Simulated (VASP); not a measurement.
# Mg4Cd (P1) in VASP: a series of runs

Mg4Cd is run at these levels: PBE; tasks: single point, relaxation of cell and atoms.

Everything below comes from runs of VASP 6.6.1. Logs are shortened: lines on timing, memory, paths and dates and some standing lists are left out, and cuts for length are marked.

**1. The cell of the first run**

The typed cell holds 10 atoms: a = 4.689 Å, b = 5.006 Å, c = 10.492 Å, α = 92.02°, β = 91.05°, γ = 92.05°.

**2. Single point, PBE**

INCAR reads:

```
SYSTEM = Mg4Cd
PREC = Accurate
ENCUT = 520
EDIFF = 1E-6
ISMEAR = 0
SIGMA = 0.1
LREAL = .False.
LASPH = .True.
NELM = 100
ALGO = Fast
ISIF = 2
LWAVE = .False.
LCHARG = .False.
GGA = PE
NBANDS = 31
```

KPOINTS reads:

```
Automatic mesh
0
Gamma
  4 4 2
  0 0 0
```

POSCAR reads:

```
Mg4Cd
1.0
    4.6890496610      0.0000000000      0.0000000000
   -0.1789336757      5.0031503195      0.0000000000
   -0.1921957208     -0.3774175555     10.4837278555
Mg Cd
8 2
Direct
    0.0078574257      0.7079761586      0.1483858426
    0.4871867236      0.6983161457      0.6491682450
    0.9994994679      0.2531786025      0.3460173344
    0.4947718229      0.2167656258      0.8402795052
    0.5215085572      0.7002160369      0.3497035854
    0.9991776344      0.6832123921      0.8490754141
    0.5011248454      0.1941946206      0.1578061066
    0.9936894215      0.1630111035      0.6584113070
    0.9971653356      0.1882926702      0.9999036696
    0.4980187659      0.1948366440      0.5012489903
```

Potentials or basis: VASP PAW PBE potentials, release 64 (Mg, Cd).

On the command line:

```bash
$ cat potpaw_PBE.64/Mg/POTCAR potpaw_PBE.64/Cd/POTCAR > POTCAR
$ mpirun -np 1 vasp_std > vasp.out
```

OUTCAR:

```text
SYSTEM = Mg4Cd
   PREC = Accurate
   ENCUT = 520
   EDIFF = 1E-6
   ISMEAR = 0
   LREAL = .False.
   LASPH = .True.
   NELM = 100
   ISIF = 2
   GGA = PE

 ion  position               nearest neighbor table
   1  0.008  0.708  0.148-   9 2.91   9 2.98   3 3.13   5 3.14   6 3.14   5 3.18   7 3.29   3 3.37
                             7 3.44   7 3.46   7 3.52
   2  0.487  0.698  0.649-  10 2.92  10 2.98   6 3.13   5 3.15   6 3.16   4 3.19   4 3.22   8 3.26
                             8 3.34   8 3.48   8 3.65
   3  0.999  0.253  0.346-  10 2.85  10 2.90   7 3.03   7 3.11   1 3.13   5 3.22   5 3.26   8 3.32
                             1 3.37   5 3.50   9 3.63
   4  0.495  0.217  0.840-   9 2.88   9 2.90   8 3.00   8 3.06   2 3.19   2 3.22   6 3.26   7 3.34
                             6 3.35   6 3.48  10 3.56   6 3.63
   5  0.522  0.700  0.350-  10 2.90  10 3.04   1 3.14   2 3.15   1 3.18   7 3.18   3 3.22   7 3.25
                             3 3.26   3 3.50
   6  0.999  0.683  0.849-   9 2.94   9 2.99   2 3.13   1 3.14   2 3.16   8 3.18   8 3.23   4 3.26
                             4 3.35   4 3.48   4 3.63
   7  0.501  0.194  0.158-   9 2.86   9 2.88   3 3.03   3 3.11   5 3.18   5 3.25   1 3.29   4 3.34
                             1 3.44   1 3.46   1 3.52  10 3.60
   8  0.994  0.163  0.658-  10 2.84  10 2.91   4 3.00   4 3.06   6 3.18   6 3.23   2 3.26   3 3.32
                             2 3.34   2 3.48   9 3.58   2 3.65
   9  0.997  0.188  1.000-   7 2.86   4 2.88   7 2.88   4 2.90   1 2.91   6 2.94   1 2.98   6 2.99
                             8 3.58   3 3.63
  10  0.498  0.195  0.501-   8 2.84   3 2.85   3 2.90   5 2.90   8 2.91   2 2.92   2 2.98   5 3.04
                             4 3.56   7 3.60

  LATTYP: Found a triclinic cell.
 ALAT       =     6.7359230489
 B/A-ratio  =     0.6961257762
 C/A-ratio  =     1.7494046196
 COS(alpha) =     0.0011254420
 COS(beta)  =     0.3398999146
 COS(gamma) =     0.6695616848

  Lattice vectors:

 A1 = (   4.5101159853,   5.0031503195,   0.0000000000)
 A2 = (   4.6890496610,   0.0000000000,   0.0000000000)
 A3 = (   0.0132620451,   5.3805678750, -10.4837278555)

Analysis of symmetry for initial positions (statically):
=====================================================================
 Subroutine PRICEL returns:
 Original cell was already a primitive cell.

 Routine SETGRP: Setting up the symmetry group for a
 triclinic supercell.

 Subroutine GETGRP returns: Found  1 space group operations
 (whereof  1 operations were pure point group operations)
 out of a pool of  2 trial point group operations.

The static configuration has the point symmetry C_1 .

Analysis of symmetry for dynamics (positions and initial velocities):
=====================================================================
 Subroutine PRICEL returns:
 Original cell was already a primitive cell.

 Routine SETGRP: Setting up the symmetry group for a
 triclinic supercell.

 Subroutine GETGRP returns: Found  1 space group operations
 (whereof  1 operations were pure point group operations)
 out of a pool of  2 trial point group operations.

The dynamic configuration has the point symmetry C_1 .

 Subroutine INISYM returns: Found  1 space group operations
 (whereof  1 operations are pure point group operations),
 and found     1 'primitive' translations

----------------------------------------------------------------------------------------

                                     Primitive cell

  volume of cell :     245.9485

  direct lattice vectors                    reciprocal lattice vectors
     4.689049661  0.000000000  0.000000000     0.213262830  0.007627175  0.004184278
    -0.178933676  5.003150320  0.000000000     0.000000000  0.199874067  0.007195530
    -0.192195721 -0.377417556 10.483727855     0.000000000  0.000000000  0.095385917

  length of vectors
     4.689049661  5.006349007 10.492279683     0.213440194  0.200003545  0.095385917

  position of ions in fractional coordinates (direct lattice)
     0.007857426  0.707976159  0.148385843
     0.487186724  0.698316146  0.649168245
     0.999499468  0.253178603  0.346017334
     0.494771823  0.216765626  0.840279505
     0.521508557  0.700216037  0.349703585
     0.999177634  0.683212392  0.849075414
     0.501124845  0.194194621  0.157806107
     0.993689422  0.163011103  0.658411307
     0.997165336  0.188292670  0.999903670
     0.498018766  0.194836644  0.501248990

  ion indices of the primitive-cell ions
   primitive index   ion index
                 1           1
                 2           2
                 3           3
                 4           4
                 5           5
                 6           6
                 7           7
                 8           8
                 9           9
                10          10

----------------------------------------------------------------------------------------

 KPOINTS: Automatic mesh

Automatic generation of k-mesh.
 Grid dimensions read from file:
 generate k-points for:    4    4    2

 Generating k-lattice:

  Cartesian coordinates                     Fractional coordinates (reciprocal lattice)
     0.053315707  0.001906794  0.001046070     0.250000000 -0.000000000  0.000000000
     0.000000000  0.049968517  0.001798883     0.000000000  0.250000000  0.000000000
     0.000000000  0.000000000  0.047692959     0.000000000  0.000000000  0.500000000

  Length of vectors
     0.053360049  0.050000886  0.047692959

  Shift w.r.t. Gamma in fractional coordinates (k-lattice)
     0.000000000  0.000000000  0.000000000

 Subroutine IBZKPT returns following result:
 ===========================================

 Found     20 irreducible k-points:

 Following reciprocal coordinates:
            Coordinates               Weight
  0.000000  0.000000  0.000000      1.000000
  0.250000 -0.000000  0.000000      2.000000
  0.500000 -0.000000  0.000000      1.000000
  0.000000  0.250000  0.000000      2.000000
  0.250000  0.250000  0.000000      2.000000
  0.500000  0.250000  0.000000      2.000000
[... 12 lines left out ...]
  0.250000  0.500000  0.500000      2.000000
  0.500000  0.500000  0.500000      1.000000
   k-points           NKPTS =     20   k-points in BZ     NKDIM =     20   number of bands    NBANDS=     31
   number of dos      NEDOS =    301   number of ions     NIONS =     10
   total plane-waves  NPLWV = 115200
   dimension x,y,z NGX =    36 NGY =   40 NGZ =   80
   dimension x,y,z NGXF=    72 NGYF=   80 NGZF=  160
   ions per type =               8   2
   NGX,Y,Z   is equivalent  to a cutoff of  12.76, 13.28, 12.68 a.u.
   NGXF,Y,Z  is equivalent  to a cutoff of  25.53, 26.57, 25.35 a.u.
 SYSTEM =  Mg4Cd
   PREC   = accura    normal or accurate (medium, high low for compatibility)
   ISTART =      0    job   : 0-new  1-cont  2-samecut
   ICHARG =      2    charge: 1-file 2-atom 10-const
   ISPIN  =      1    spin polarized calculation?
   LNONCOLLINEAR =      F non collinear calculations
   LSORBIT =      F    spin-orbit coupling
   LASPH  =      T    aspherical Exc in radial PAW
   ENCUT  =  520.0 eV  38.22 Ry    6.18 a.u.   8.72  9.31 19.51*2*pi/ulx,y,z
   NELM   =    100;   NELMIN=  2; NELMDL= -5     # of ELM steps
   EDIFF  = 0.1E-05   stopping-criterion for ELM
   LREAL  =      F    real-space projection
   EDIFFG = 0.1E-04   stopping-criterion for IOM
   NSW    =      0    number of steps for IOM
   IBRION =     -1    ionic relax: 0-MD 1-quasi-New 2-CG
   NFREE  =      0    steps in history (QN), initial steepest desc. (CG)
   ISIF   =      2    stress and relaxation
   ISYM   =      2    0-nonsym 1-usesym 2-fastsym
   POTIM  = 0.5000    time-step for ionic-motion
   TEBEG  =    0.0;   TEEND  =   0.0 temperature during run
   PSTRESS=    0.0 pullay stress
   NELECT =      40.0000    total number of electrons
   NUPDOWN=      -1.0000    fix difference up-down
   EMIN   =  10.00;   EMAX   =-10.00  energy-range for DOS
   EFERMI =   0.00;   METHOD = LEGACY
   ISMEAR =     0;   SIGMA  =   0.10  broadening in eV -4-tet -1-fermi 0-gaus
   EFERMI_NEDOS =   21; number of points for ismear=-14 and -15
   IALGO  =     68    algorithm
   IMIX   =      4    mixing-type and parameters
     AMIX     =   0.40;   BMIX     =  1.00
     AMIX_MAG =   1.60;   BMIX_MAG =  1.00
  volume/ion in A,a.u.               =      24.59       165.97
  Fermi-wavevector in a.u.,A,eV,Ry     =   0.893607  1.688673 10.864719  0.798534
  Thomas-Fermi vector in A             =   2.015706
   LORBIT       =      0    0 simple, 1 ext, 2 COOP (PROOUT), +10 PAW based schemes
   GGA     = PE    functional components
   LHFCALC =     F    Hartree Fock is set to
   AEXX    =    0.0000 exact exchange contribution
   IVDW    =     0    specifies the selected vdW correction
   LEPSILON=     F    determine dielectric tensor
   LRPA    =     F    only Hartree local field effects (RPA)
 non-spin polarized calculation
 RMM-DIIS sequential band-by-band and
 Gauss-broadening in eV      SIGMA  =   0.10
  energy-cutoff  :      520.00
  volume of cell :      245.95
 maximum number of plane-waves:      6636
 NGX is ok and might be reduce to    36
   NGX = 17   NGY = 19   NGZ = 39

 number of electron      40.0000007 magnetization

 Free energy of the ion-electron system (eV)
  ---------------------------------------------------
  ext. energy  EPLUGINS =         0.00000000
  ---------------------------------------------------
  free energy    TOTEN  =       -12.99764051 eV

  energy without entropy =      -12.97399172  energy(sigma->0) =      -12.98581611

 E-fermi :   2.1508     XC(G=0):  -8.6092

 val. band max:        2.0554283657   @ k =   0.2500   0.2500   0.5000
 cond. band min:       2.1729385116   @ k =   0.0000   0.0000   0.5000
 fundamental gap:      0.1175101459
 Fermi energy:         2.1507623380

 k-point     1 :       0.0000    0.0000    0.0000
  band No.  band energies     occupation
      1      -6.9259      2.00000
      2      -6.9109      2.00000
      3      -6.8593      2.00000
      4      -6.8476      2.00000
      5      -6.8117      2.00000
      6      -6.8024      2.00000
[... 669 lines left out ...]
     30       7.1474      0.00000
     31       7.2379      0.00000

------------------------ aborting loop because EDIFF is reached ----------------------------------------

  FORCE on cell =-STRESS in cart. coord.  units (eV):
  Direction    XX          YY          ZZ          XY          YZ          ZX
  --------------------------------------------------------------------------------------
  -------------------------------------------------------------------------------------
  Total        0.5735463     -3.5327508      2.9688385      0.3541410      0.0322681     -0.1113729
  in kB        3.7362416    -23.0133302     19.3398470      2.3069741      0.2102032     -0.7255142
  external PRESSURE =       0.0209195 kB  Pullay stress =       0.0000000 kB

 VOLUME and BASIS-vectors are now :
 -----------------------------------------------------------------------------
  energy-cutoff  :      520.00
  volume of cell :      245.95
      direct lattice vectors                 reciprocal lattice vectors
     4.689049661  0.000000000  0.000000000     0.213262830  0.007627175  0.004184278
    -0.178933676  5.003150320  0.000000000     0.000000000  0.199874067  0.007195530
    -0.192195721 -0.377417556 10.483727855     0.000000000  0.000000000  0.095385917

 POSITION                                       TOTAL-FORCE (eV/Angst)
 -----------------------------------------------------------------------------------
     -0.11836      3.48611      1.55564        -0.050228     -0.058565      0.082681
      2.03472      3.24877      6.80570        -0.049504     -0.043987      0.035742
      4.57490      1.13610      3.62755         0.035595     -0.135833     -0.003313
      2.11972      0.76737      8.80926         0.002188     -0.062776      0.087247
      2.25288      3.37130      3.66620        -0.002976      0.056071     -0.031921
      4.39976      3.09776      8.90148         0.040132      0.049505     -0.025043
      2.28472      0.91203      1.65440         0.009174      0.014588      0.000717
      4.50375      0.56707      6.90260         0.068636      0.052732     -0.057186
      4.44989      0.56468     10.48272        -0.007015      0.091151     -0.053610
      2.20403      0.78562      5.25496        -0.046002      0.037115     -0.035313
 -----------------------------------------------------------------------------------
    total drift:                                0.000339     -0.000286     -0.000228

  FREE ENERGIE OF THE ION-ELECTRON SYSTEM (eV)
  ---------------------------------------------------
  free  energy   TOTEN  =       -12.9976405072 eV

  energy  without entropy=      -12.9739917189  energy(sigma->0) =      -12.98581611
```

Run time: 4.3 min. Hardware: 1 thread of Intel Xeon 8259CL, shared host; peak memory 0.4 GiB.

Results:

| Property | Result |
| --- | --- |
| Free energy | -12.9976 eV |
| Pressure | 0.0 GPa |
| Largest force | 0.140 eV/Å |
| Band gap on the k mesh | zero (bands 20 and 21 overlap by 2.21 eV) |

Forces on the atoms (eV/Å):
```
Mg  -0.050 -0.059  0.083
Mg  -0.050 -0.044  0.036
Mg   0.036 -0.136 -0.003
Mg   0.002 -0.063  0.087
Mg  -0.003  0.056 -0.032
Mg   0.040  0.050 -0.025
Mg   0.009  0.015  0.001
Mg   0.069  0.053 -0.057
Cd  -0.007  0.091 -0.054
Cd  -0.046  0.037 -0.035
```

Stress tensor (GPa, compression positive):
```
 0.37  0.23 -0.07
 0.23 -2.30  0.02
-0.07  0.02  1.93
```

**3. Relaxation of cell and atoms, PBE**

INCAR reads:

```
ALGO = Fast
EDIFF = 1E-6
EDIFFG = -0.04
ENCUT = 600
GGA = PE
IBRION = 2
ISIF = 3
ISMEAR = 0
LASPH = True
LCHARG = False
LREAL = False
LWAVE = False
NELM = 60
NSW = 90
PREC = Accurate
SIGMA = 0.1
```

KPOINTS reads:

```
k-points
0
Gamma
  4 4 2
```

POSCAR is that of step 2.

Potentials or basis: VASP PAW PBE potentials, release 64 (Mg, Cd).

On the command line:

```bash
$ cat potpaw_PBE.64/Mg/POTCAR potpaw_PBE.64/Cd/POTCAR > POTCAR
$ mpirun -np 1 vasp_std > vasp.out
```

Wall time 37 min (1 thread of Intel Xeon 8259CL, shared host); peak memory 0.47 GiB.

The run converged. Its results:

```yaml
Free_energy: -13.2779 eV
Relaxed_volume: 24.40 Å³/atom
Relaxed_cell: a = 4.726 Å, b = 4.550 Å, c = 11.348 Å, α = 89.90°, β = 90.29°, γ = 90.01°
Space_group_after_relaxing_to_0.1_Å: Cmmm (No. 65)
Energy_gained_by_relaxing: 28.1 meV/atom
Ionic_steps: 14
Pressure_after_relaxing: 0.0 GPa
Largest_force_after_relaxing: 0.040 eV/Å
Band_gap_on_the_k_mesh: zero (bands 20 and 21 overlap by 2.42 eV)
```

Forces in eV/Å, atoms in the order of the input:
```
Mg  -0.017  0.006  0.012
Mg   0.006  0.017  0.016
Mg  -0.038  0.003  0.006
Mg  -0.016  0.032  0.003
Mg   0.007 -0.030 -0.024
Mg   0.020 -0.008 -0.022
Mg   0.013 -0.008 -0.006
Mg   0.028  0.022  0.008
Cd  -0.002 -0.021  0.000
Cd  -0.001 -0.012  0.007
```

Stress tensor (GPa, compression positive):
```
 0.06  0.00  0.19
 0.00 -0.07 -0.01
 0.19 -0.01 -0.03
```

The path:
```csv
step,energy change (eV),largest force (eV/Å),pressure (GPa),volume (Å³)
1,0.0000,0.1404,-0.02,245.95
2,-0.0966,0.1778,-0.13,245.78
3,-0.1459,0.2036,-0.14,245.52
4,-0.1736,0.2517,-0.01,244.67
5,-0.1971,0.2237,-0.03,244.55
6,-0.2248,0.1767,-0.01,244.22
7,-0.1968,0.1936,0.22,243.27
8,-0.2292,0.1643,0.01,244.01
9,-0.2456,0.1243,-0.01,244.05
10,-0.2590,0.0945,0.00,244.07
11,-0.2692,0.0991,-0.01,244.10
12,-0.2708,0.1123,0.00,244.11
13,-0.2764,0.0873,-0.01,244.09
14,-0.2806,0.0395,-0.01,244.03
```

Final structure:
```xyz
10
Lattice="4.7255 0.0891 0.0298 -0.0869 4.5485 0.0758 -0.1267 -0.1710 11.3460" Properties=species:S:1:pos:R:3 pbc="T T T"
Mg   -0.0656    3.1665    1.8049
Mg    2.1981    3.1035    7.4906
Mg   -0.0465    0.8623    3.9720
Mg    2.2346    0.7755    9.6621
Mg    2.2726    3.1877    3.9941
Mg    4.5402    3.1237    9.6801
Mg    2.3318    0.9504    1.7461
Mg    4.6141    0.8627    7.4266
Cd   -0.0158    0.9178    0.0166
Cd    2.2840    0.8753    5.7010
```

Levels at points of the mesh, in eV from the Fermi level:
| k point | band 16 | band 17 | band 18 | band 19 | band 20 | band 21 | band 22 | band 23 | band 24 | band 25 |
| --- | --- | --- | --- | --- | --- | --- | --- | --- | --- | --- |
| (0.00, 0.00, 0.00) | -0.56 | -0.11 | 0.61 | 0.67 | 0.73 | 1.05 | 1.11 | 1.43 | 1.44 | 1.65 |
| (0.50, 0.00, 0.00) | -3.77 | -0.62 | -0.62 | -0.31 | -0.31 | 1.23 | 1.24 | 2.58 | 2.59 | 2.91 |
| (0.00, 0.50, 0.00) | -3.03 | -0.97 | -0.84 | -0.28 | 0.63 | 0.71 | 1.57 | 1.88 | 2.25 | 2.28 |
| (0.50, 0.50, 0.00) | -2.60 | -2.43 | -2.42 | -1.89 | -1.89 | -1.11 | -1.11 | 0.78 | 0.78 | 1.21 |
| (0.00, 0.00, 0.50) | -0.25 | 0.11 | 0.11 | 0.19 | 0.19 | 1.00 | 1.01 | 1.76 | 1.76 | 2.09 |
| (0.50, 0.00, 0.50) | -2.48 | -2.39 | -2.37 | 1.25 | 1.27 | 1.39 | 1.43 | 2.36 | 2.36 | 2.61 |
| (0.00, 0.50, 0.50) | -2.93 | -1.78 | -1.78 | 0.93 | 0.94 | 1.62 | 1.62 | 2.04 | 2.04 | 2.21 |
| (0.50, 0.50, 0.50) | -2.93 | -2.12 | -2.12 | -1.35 | -1.32 | -0.80 | -0.76 | -0.68 | -0.64 | 0.94 |

The gap in the log of VASP goes by the Fermi energy; the results here count the filled bands.